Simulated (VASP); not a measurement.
Wanted: the native input for a VASP 6.6.1 run.

- Task: single point
- Functional: PBEsol
- Potentials or basis: VASP PAW PBE potentials, release 64 (Ga_d, Sb, As)
- Cutoff: 520 eV
- k mesh: 6 × 6 × 6
- Occupations: gaussian, width 0.1 eV
- Spin: no spin polarisation
- Dipole correction: no
- Further INCAR settings: LREAL = Auto; ALGO = Normal; EDIFF = 1e-06; NBANDS = 86

The structure of Ga8SbAs7 lies in POSCAR:

```
Ga8SbAs7
1.0
   -5.7192149056      5.7192149056      0.0000000000
   -5.7192149056      0.0000000000      5.7192149056
    0.0000000000      5.7192149056      5.7192149056
Ga Sb As
8 1 7
Direct
    0.0045377387      0.0045377387     -0.0136132161
    0.4997125885      0.0008622346     -0.0002874115
    0.0008622346      0.4997125885     -0.0002874115
    0.0045377387      0.0045377387      0.5045377387
    0.4997125885      0.4997125885     -0.0002874115
    0.4863867839      0.0045377387      0.5045377387
    0.0045377387      0.4863867839      0.5045377387
    0.4997125885      0.4997125885      0.5008622346
    0.8750000000      0.8750000000      0.3750000000
    0.3750107659      0.8749892341      0.3749892341
    0.8749892341      0.3750107659      0.3749892341
    0.8749892341      0.8749892341      0.8750107659
    0.3750107659      0.3750107659      0.3749892341
    0.3750107659      0.8749892341      0.8750107659
    0.8749892341      0.3750107659      0.8750107659
    0.3750000000      0.3750000000      0.8750000000
```

The input as run:

INCAR

```
SYSTEM = Ga8SbAs7
PREC     = Accurate       ! precision mode
ENCUT    = 520            ! plane-wave cutoff, eV
EDIFF    = 1E-6           ! SCF threshold, eV
ISMEAR   = 0              ! smearing method
SIGMA    = 0.1            ! smearing width, eV
LREAL    = Auto         
LASPH    = .True.         ! aspherical terms in the spheres
NELM     = 60             ! most SCF steps
ALGO     = Normal         ! electronic algorithm
ISIF     = 2              ! what is computed and relaxed
LWAVE    = .False.        ! write WAVECAR
LCHARG   = .False.        ! write CHGCAR
GGA      = PS             ! functional
NBANDS   = 86             ! bands
```

KPOINTS

```
regular mesh
0
Gamma
  6 6 6
  0 0 0
```

Potentials or basis: VASP PAW PBE potentials, release 64 (Ga_d, Sb, As).

Command:

```bash
$ cat potpaw_PBE.64/Ga_d/POTCAR potpaw_PBE.64/Sb/POTCAR potpaw_PBE.64/As/POTCAR > POTCAR
$ mpirun -np 1 vasp_std > vasp.out
```

Results of the run:

| Property | Result |
| --- | --- |
| Pressure | 0.2 GPa |

Caveat: the PAW data sets were made with another functional, which shifts forces and pressure a little.

Wall time 15 min on 1 thread of Intel(R) Xeon(R) Platinum 8375C CPU @ 2.90GHz (Ice Lake), on a shared host, peak memory 0.67 GiB.
